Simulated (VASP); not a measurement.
A run of VASP 6.6.1 is set up as follows.

Contents of INCAR:

```
SYSTEM = Sn
ALGO = Normal ; EDIFF = 1E-6
ENCUT = 520 ; GGA = PE
GGA_COMPAT = .False. ; ISIF = 2
ISMEAR = -1 ; LASPH = .True.
LCHARG = .False. ; LORBIT = 11
LORBMOM = .True. ; LREAL = .False.
LSORBIT = .True. ; LWAVE = .False.
MAGMOM = 0 0 0 0 0 0 ; NBANDS = 40
NELM = 150 ; PREC = Accurate
SIGMA = 0.05
```

Contents of KPOINTS:

```
k-points
0
Gamma
  11 11 11
  0 0 0
```

File POSCAR:

```
Sn
1.0
    0.0000000000      3.3278166072      3.3278166072
    3.3278166072      0.0000000000      3.3278166072
    3.3278166072      3.3278166072      0.0000000000
Sn
2
Direct
   -0.1250000000     -0.1250000000     -0.1250000000
    0.1250000000      0.1250000000      0.1250000000
```

Potentials or basis: VASP PAW PBE potentials, release 64 (Sn_d).

The run is started by

```console
$ cat potpaw_PBE.64/Sn_d/POTCAR > POTCAR
$ mpirun -np 1 vasp_ncl > vasp.out
```

(1) Estimate the net moment.

(2) Estimate the pressure.

Answers

(1) 0.00 μB per cell.

(2) 0.0 GPa.
